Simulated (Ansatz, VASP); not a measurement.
## One calculation of SiC3, two programs

File INCAR:

```
SYSTEM = SiC3
PREC = Accurate ; ENCUT = 520
EDIFF = 1E-7 ; ISMEAR = 0
SIGMA = 0.1 ; LREAL = .False.
LASPH = .True. ; NELM = 150
ALGO = Normal ; ISIF = 2
LWAVE = .False. ; LCHARG = .True.
ISPIN = 2 ; MAGMOM = 0 1 1 1
LORBIT = 11 ; GGA = PE
LELF = .True. ; LVHAR = .True.
NBANDS = 20
```

Contents of KPOINTS:

```
Automatic mesh
0
Gamma
  6 6 2
  0 0 0
```

The input POSCAR:

```
SiC3
1.0
    2.6962407100      0.0000000000      0.0000000000
   -1.3481203500      2.3350129500      0.0000000000
    0.0000000000      0.0000000000      8.5197689700
Si C
1 3
Direct
    0.3333333300      0.6666666700      0.0000000000
    0.3333333300      0.6666666700      0.5000000000
    0.6666666700      0.3333333300      0.2500000000
    0.6666666700      0.3333333300      0.7500000000
```

Input for Ansatz:

```yaml
crystal:
  lattice:
    - [2.69624071, 0.0, 0.0]
    - [-1.34812035, 2.33501295, 0.0]
    - [0.0, 0.0, 8.51976897]
  atoms:
    - { symbol: Si, position: [0.33333333, 0.66666667, 0.0] }
    - { symbol: C, position: [0.33333333, 0.66666667, 0.5], spin: 1.0 }
    - { symbol: C, position: [0.66666667, 0.33333333, 0.25], spin: 1.0 }
    - { symbol: C, position: [0.66666667, 0.33333333, 0.75], spin: 1.0 }
basis:
  ecutwfc: 420
kpoints:
  mp_grid: { grid: [6, 6, 2] }
hamiltonian:
  xc: pbe
scf:
  occupations: { method: gaussian, width: 0.1 }
  lower_state_search: "off"
output:
  forces: true
  stress: true
  eigenvalues: true
  populations: true
magnetization:
  spin_polarized: true
```

Alike in both runs: task single point; functional PBE; k mesh 6 × 6 × 2; occupations gaussian, width 0.1 eV; collinear spin.

|  | VASP | Ansatz |
| --- | --- | --- |
| version | VASP 6.6.1 | Ansatz 0.2.0 |
| potentials or method | VASP PAW PBE potentials, release 64 (Si, C), cutoff 520 eV | scalar-relativistic, plane waves, PAW |
| valence electrons in the cell | 16 | 16 |

VASP gave:

```
gap on the k mesh at the Fermi level (eV)                     : none
pressure (GPa)                                                : -24.0
traceless stress, the component that is largest in VASP (GPa) : -10.44
rms of the force components (eV/Å)                            : 0.046
net moment per atom (μB)                                      : 0.00
```

Q: Estimate Ansatz's values.

A: gap on the k mesh at the Fermi level (eV): none; pressure (GPa): -24.0; traceless stress, the component that is largest in VASP (GPa): -10.45; rms of the force components (eV/Å): 0.046; net moment per atom (μB): 0.00.

Atom by atom the forces differ by 0.000 eV/Å (rms over components). A gap of «none» marks a metal or a gap that the smearing closes. Ansatz's warnings: seeded moment not kept.

The k mesh is coarse, so the values compare programs but aren't converged.
